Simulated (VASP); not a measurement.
## C: electric field gradients with r2SCAN

The system is C.

```
C
1.0
     0.00000    1.74434    1.74434
     1.74434    0.00000    1.74434
     1.74434    1.74434    0.00000
C
2
Direct
  0.00000 0.00000 0.00000
  0.25000 0.25000 0.25000
```

This cell differs from its parent crystal: volume scaled by 0.9405.

* Program: VASP 6.6.1
* Task: electric field gradients
* Functional: r2SCAN
* Potentials or basis: VASP PAW PBE potentials, release 64 (C)
* Cutoff: 520 eV
* k mesh: 14 × 14 × 14
* Occupations: fermi-dirac, width 0.03 eV
* Spin: no spin polarisation
* Dipole correction: no
* Further INCAR settings: ALGO = Normal; EDIFF = 1e-08; NBANDS = 11

```yaml
Pressure: 32.1 GPa
Band_gap_on_the_k_mesh: 4.48 eV, indirect (least direct gap 6.02 eV)
```

Levels at points of the mesh, in eV from the valence-band top:
```
           k point  band 1  band 2  band 3  band 4  band 5  band 6  band 7  band 8
(0.00, 0.00, 0.00)  -23.64    0.00    0.00    0.00    6.02    6.02    6.02   15.45
(0.50, 0.00, 0.00)  -17.29  -14.82   -3.16   -3.16    9.16    9.16   10.08   17.34
(0.50, 0.50, 0.00)  -14.08  -14.08   -7.09   -7.09    5.15    5.15   18.95   18.95
```

Run time: 30 s on 1 thread of Intel Xeon 6975P-C, with other jobs on the host, peak memory 0.12 GiB.

Caveat: without QUAD_EFG the Cq values of the log hold for a quadrupole moment of 1 mb, not for the nuclei; the PAW data sets were made with another functional, which shifts forces and pressure a little. A k mesh can miss the band edges.
